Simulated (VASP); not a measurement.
# Ge (P6_3/mmc) in VASP: a series of runs, part 2 of 2

VASP 6.6.1. Earlier steps stand in the parts before.

### Step 5. Single point, PBEsol (volume scaled by 1.10, then relaxed in part)

Input file INCAR:

```
ALGO = Normal
EDIFF = 1E-6
ENCUT = 520
GGA = PS
ISIF = 2
ISMEAR = 0
LASPH = T
LCHARG = F
LREAL = F
LWAVE = F
NBANDS = 36
NELM = 80
PREC = Accurate
SIGMA = 0.1
```

Input file KPOINTS:

```
k-points
0
Gamma
  12 12 6
```

Input file POSCAR:

```
Ge
1.0
    4.1291002656      0.0000000000      0.0000000000
   -2.0645501328      3.5759057248      0.0000000000
    0.0000000000      0.0000000000      6.7990436310
Ge
4
Direct
    0.6666666667      0.3333333333      0.0624846998
    0.3333333333      0.6666666667      0.5624846998
    0.6666666667      0.3333333333      0.4375153002
    0.3333333333      0.6666666667      0.9375153002
```

Potentials or basis: VASP PAW PBE potentials, release 64 (Ge_d).

Launch:

```
cat potpaw_PBE.64/Ge_d/POTCAR > POTCAR
mpirun -np 1 vasp_std > vasp.out
```

OUTCAR:

```text
EDIFF = 1E-6
   ENCUT = 520
   GGA = PS
   ISIF = 2
   ISMEAR = 0
   LASPH = T
   LREAL = F
   NELM = 80
   PREC = Accurate

 ion  position               nearest neighbor table
   1  0.667  0.333  0.062-   4 2.53   4 2.53   4 2.53   3 2.55
   2  0.333  0.667  0.562-   3 2.53   3 2.53   3 2.53   4 2.55
   3  0.667  0.333  0.438-   2 2.53   2 2.53   2 2.53   1 2.55
   4  0.333  0.667  0.938-   1 2.53   1 2.53   1 2.53   2 2.55

  LATTYP: Found a hexagonal cell.
[... 204 lines left out ...]
      6     -20.7199      2.00000
[... 925 lines left out ...]
     35      10.4896      0.00000
     36      11.0565      0.00000

 [... further k-points ...]
[... 5 lines left out ...]
  --------------------------------------------------------------------------------------
  -------------------------------------------------------------------------------------
  Total       -3.2895425     -3.2895425     -3.2629485      0.0000000      0.0000000      0.0000000
  in kB      -52.4996926    -52.4996926    -52.0752637      0.0000000      0.0000000      0.0000000
  external PRESSURE =     -52.3582163 kB  Pullay stress =       0.0000000 kB

 VOLUME and BASIS-vectors are now :
 -----------------------------------------------------------------------------
  energy-cutoff  :      520.00
  volume of cell :      100.39
      direct lattice vectors                 reciprocal lattice vectors
     4.129100266  0.000000000  0.000000000     0.242183511  0.139824715  0.000000000
    -2.064550133  3.575905725  0.000000000     0.000000000  0.279649431  0.000000000
     0.000000000  0.000000000  6.799043631     0.000000000  0.000000000  0.147079509

 POSITION                                       TOTAL-FORCE (eV/Angst)
 -----------------------------------------------------------------------------------
      2.06455      1.19197      0.42484         0.000000      0.000000      0.002851
     -0.00000      2.38394      3.82436        -0.000000      0.000000      0.002851
      2.06455      1.19197      2.97469         0.000000      0.000000     -0.002851
     -0.00000      2.38394      6.37421        -0.000000     -0.000000     -0.002851
 -----------------------------------------------------------------------------------
    total drift:                               -0.000000      0.000000     -0.000000

  FREE ENERGIE OF THE ION-ELECTRON SYSTEM (eV)
  ---------------------------------------------------
  free  energy   TOTEN  =       -19.5224607165 eV

  energy  without entropy=      -19.5216275938  energy(sigma->0) =      -19.52204416
```

stdout:

```text
POSCAR found type information on POSCAR Ge
 POSCAR found :  1 types and       4 ions
 scaLAPACK will be used
 -----------------------------------------------------------------------------
|                                                                             |
|                                                                             |
|     You enforced a specific xc type in the INCAR file but a different       |
|     I HOPE YOU KNOW WHAT YOU ARE DOING!                                     |
|                                                                             |
 -----------------------------------------------------------------------------

 LDA part: xc-table for (Slater+PW92), standard interpolation
 POSCAR, INCAR and KPOINTS ok, starting setup
 FFT: planning ... GRIDC
 FFT: planning ... GRID_SOFT
 FFT: planning ... GRID
 WAVECAR not read
 entering main loop
```

Run time: 4.5 min. Hardware: 1 thread of Intel Xeon 8259CL, shared host; peak memory 0.34 GiB.

Results:

```
Free energy            : -19.5225 eV
Pressure               : -5.2 GPa
Band gap on the k mesh : zero (band 28 reaches 3.90 eV, above the bottom of band 29 at 3.89 eV)
```

Forces in eV/Å, atoms in the order of the input:
```
Ge   0.000  0.000  0.003
Ge   0.000  0.000  0.003
Ge   0.000  0.000 -0.003
Ge   0.000  0.000 -0.003
```

Levels at points of the mesh, in eV from the Fermi level:
```tsv
k point	band 25	band 26	band 27	band 28	band 29	band 30	band 31	band 32
(0.00, 0.00, 0.00)	-1.32	-0.84	-0.37	-0.08	0.12	0.12	2.26	2.26
(0.50, 0.00, 0.00)	-4.11	-2.74	-2.47	-1.28	0.56	1.35	3.53	3.66
(0.00, 0.00, 0.50)	-0.75	-0.75	-0.75	-0.75	0.35	0.35	3.28	3.28
(0.50, 0.00, 0.50)	-2.29	-2.29	-2.15	-2.15	0.44	0.44	2.14	2.14
```

Caveat: the PAW data sets were made with another functional, which shifts forces and pressure a little.

### Step 6. Relaxation of shape and atoms at fixed volume, PBEsol (volume scaled by 0.88)

Input file INCAR:

```
SYSTEM = Ge
PREC = Accurate
ENCUT = 600
EDIFF = 1E-7
ISMEAR = 0
SIGMA = 0.1
LREAL = .False.
LASPH = .True.
NELM = 100
ALGO = Normal
ISIF = 4
LWAVE = .False.
LCHARG = .False.
GGA = PS
IBRION = 2
NSW = 50
EDIFFG = -0.01
```

Input file KPOINTS:

```
regular mesh
0
Gamma
  12 12 6
  0 0 0
```

Input file POSCAR:

```
Ge
1.0
    3.8274830436      0.0000000000      0.0000000000
   -1.9137415218      3.3146975484      0.0000000000
    0.0000000000      0.0000000000      6.3302683675
Ge
4
Direct
    0.6666666667      0.3333333333      0.0632761811
    0.3333333333      0.6666666667      0.5632761811
    0.6666666667      0.3333333333      0.4367238189
    0.3333333333      0.6666666667      0.9367238189
```

Potentials or basis: VASP PAW PBE potentials, release 64 (Ge_d).

Launch:

```
cat potpaw_PBE.64/Ge_d/POTCAR > POTCAR
mpirun -np 1 vasp_std > vasp.out
```

It took 7.1 min on 1 thread of Intel Xeon 8259CL, shared host; peak memory 0.35 GiB.

It converged, with:

* Free energy: -19.3351 eV
* Energy gained by relaxing: 0.0 meV/atom
* Ionic steps: 3
* Pressure after relaxing: 11.6 GPa

Stress tensor (GPa, compression positive):
```
11.56  0.00  0.00
 0.00 11.56  0.00
 0.00  0.00 11.67
```

Final structure:
```xyz
4
Lattice="3.8274 0.0000 0.0000 -1.9137 3.3146 0.0000 0.0000 0.0000 6.3306" Properties=species:S:1:pos:R:3 pbc="T T T"
Ge    1.9137    1.1049    0.4012
Ge    0.0000    2.2097    3.5665
Ge    1.9137    1.1049    2.7641
Ge    0.0000    2.2097    5.9294
```

Levels at points of the mesh, in eV from the Fermi level:
```
           k point  band 25  band 26  band 27  band 28  band 29  band 30  band 31  band 32
(0.00, 0.00, 0.00)    -1.87    -0.40     0.01     0.01     0.09     1.00     2.05     2.05
(0.50, 0.00, 0.00)    -5.49    -3.71    -3.54    -1.82     0.15     1.83     3.27     3.53
(0.00, 0.00, 0.50)    -1.15    -1.15    -1.15    -1.15     0.93     0.93     3.28     3.28
(0.50, 0.00, 0.50)    -3.09    -3.09    -2.96    -2.96     0.36     0.36     1.76     1.76
```

Caveat: the PAW data sets were made with another functional, which shifts forces and pressure a little.

### Step 7. The runs side by side

| task | cell | k mesh | cutoff (eV) | smearing | gap on the mesh (eV) | pressure (GPa) |
| --- | --- | --- | --- | --- | --- | --- |
| single point | a = 3.999, b = 3.999, c = 6.592 Å, angles 90.0, 90.0, 120.0°, 4 atoms | 12 × 12 × 6 | 520 | gaussian 0.01 eV | none | -0.1 |
| single point | a = 3.997, b = 3.997, c = 6.596 Å, angles 90.0, 90.0, 120.0°, 4 atoms | 12 × 12 × 6 | 520 | gaussian 0.1 eV | none | -0.1 |
| single point | a = 3.817, b = 3.817, c = 6.300 Å, angles 90.0, 90.0, 120.0°, 4 atoms | 18 × 18 × 8 | 520 | gaussian 0.1 eV | - | 12.8 |
| single point | a = 4.129, b = 4.129, c = 6.799 Å, angles 90.0, 90.0, 120.0°, 4 atoms | 12 × 12 × 6 | 520 | gaussian 0.1 eV | none | -5.2 |
| relaxation of shape and atoms at fixed volume | relaxed from a = 3.827, b = 3.827, c = 6.330 Å, angles 90.0, 90.0, 120.0°, 4 atoms | 12 × 12 × 6 | 600 | gaussian 0.1 eV | - | 11.6 |

Alike in all rows: level PBEsol; potentials or basis VASP PAW PBE potentials, release 64 (Ge_d); no spin polarisation.

Caveats: the PAW data sets were made with another functional, which shifts forces and pressure a little.

Total energies depend on the potentials used, so only differences within one code and one set of settings carry meaning.
